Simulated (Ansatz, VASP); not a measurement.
## One calculation of Y, two programs

The input INCAR:

```
PREC = Accurate
ENCUT = 600
EDIFF = 1E-6
ISMEAR = -1
SIGMA = 0.05
LREAL = F
LASPH = T
NELM = 80
ALGO = Fast
ISIF = 3
LWAVE = F
LCHARG = F
GGA = CA
IBRION = 2
NSW = 60
EDIFFG = -0.01
```

Contents of KPOINTS:

```
Automatic mesh
0
Gamma
  8 8 3
```

Contents of POSCAR:

```
Y
1.0
    3.6425441402      0.0000000000      0.0000000000
   -1.8212720701      3.1545357598      0.0000000000
    0.0000000000      0.0000000000     11.8441303500
Y
4
Direct
    0.6666666667      0.3333333333      0.7500000000
    0.0000000000      0.0000000000      0.5000000000
    0.3333333333      0.6666666667      0.2500000000
    0.0000000000      0.0000000000      0.0000000000
```

File input.yaml:

```yaml
crystal:
  lattice:
    - [3.6425441402, 0.0, 0.0]
    - [-1.8212720701, 3.1545357598, 0.0]
    - [0.0, 0.0, 11.84413035]
  atoms:
    - { symbol: "Y", position: [0.6666666667, 0.3333333333, 0.75] }
    - { symbol: "Y", position: [0.0, 0.0, 0.5] }
    - { symbol: "Y", position: [0.3333333333, 0.6666666667, 0.25] }
    - { symbol: "Y", position: [0.0, 0.0, 0.0] }
hamiltonian:
  xc: lda
  pseudopotentials: { kind: paw }
kpoints:
  mp_grid: { grid: [8, 8, 3] }
scf:
  occupations: { method: fermi_dirac, width: 0.05 }
output:
  forces: true
  stress: true
  eigenvalues: true
  write_density: true
  write_potential: true
  elf: true
  volumetric_format: npy
relax:
  f_tol: 0.01
  max_steps: 40
  cell: { stress_tol: 0.05 }
```

Alike in both runs: task relaxation of cell and atoms; functional LDA; k mesh 8 × 8 × 3; occupations fermi-dirac, width 0.05 eV; no spin polarisation.

|  | VASP | Ansatz |
| --- | --- | --- |
| version | VASP 6.6.1 | Ansatz 0.2.0 |
| potentials or method | VASP PAW LDA potentials, release 64 (Y_sv) | Ansatz PAW |
| plane-wave cutoff (eV) | 600 | 420 |
| valence electrons in the cell | 44 | 44 |

|  | VASP | Ansatz | Ansatz less VASP |
| --- | --- | --- | --- |
| gap on the k mesh at the Fermi level, each at its own relaxed structure (eV) | none | none | - |
| relaxed volume (Å³/atom) | 29.38 | 29.46 | +0.084 |
| relaxed cell length with the largest relative difference (Å) | 11.221 | 11.232 | +0.0112 |

LDA's correlation is that of Perdew and Zunger in VASP and of Perdew and Wang (1992) in Ansatz. A gap of «none» marks a metal or a gap that the smearing closes.

Noted on Ansatz's run: the plane-wave basis is chosen anew once the cell has moved, so the energies of steps on either side of that aren't comparable.
